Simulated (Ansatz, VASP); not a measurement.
N: VASP beside Ansatz

```
N
1.0
     7.99166    0.00000    0.00000
     0.00000    7.99166    0.00000
     0.00000    0.00000    7.99166
N
16
Direct
  0.52684 0.98772 0.89058
  0.45722 0.92160 0.79143
  0.98845 0.06441 0.96429
  0.95914 0.09692 0.09520
  0.36245 0.19458 0.30029
  0.37773 0.28513 0.19734
  0.69435 0.43878 0.76457
  0.62827 0.38363 0.65673
  0.82581 0.95851 0.52191
  0.73901 0.03438 0.44629
  0.01199 0.64971 0.22843
  0.87812 0.61624 0.22706
  0.09515 0.36928 0.59548
  0.18546 0.31504 0.68462
  0.45133 0.67642 0.38154
  0.43981 0.75677 0.27003
```

Alike in both runs: functional PBE; dispersion D3(BJ); k mesh 1 × 1 × 1; occupations fermi-dirac, width 0.02 eV; no spin polarisation.

Ansatz relaxed the structure, and its values are those at the end. VASP's run is a single point on that final structure, the one shown.

|  | VASP | Ansatz |
| --- | --- | --- |
| version | VASP 6.6.1 | Ansatz 0.2.0 |
| potentials or method | VASP PAW PBE potentials, release 64 (N), cutoff 520 eV | scalar-relativistic, plane waves, PAW |
| valence electrons in the cell | 80 | 80 |

VASP gave:

* rms of the force components (eV/Å): 0.956

Task: Estimate Ansatz's values.

Result: rms of the force components (eV/Å): 0.056.

One of these differences is far larger than is usual between the two programs; its cause wasn't traced.

Noted on VASP's run: the standard files for N, O and F lose accuracy on very short bonds.
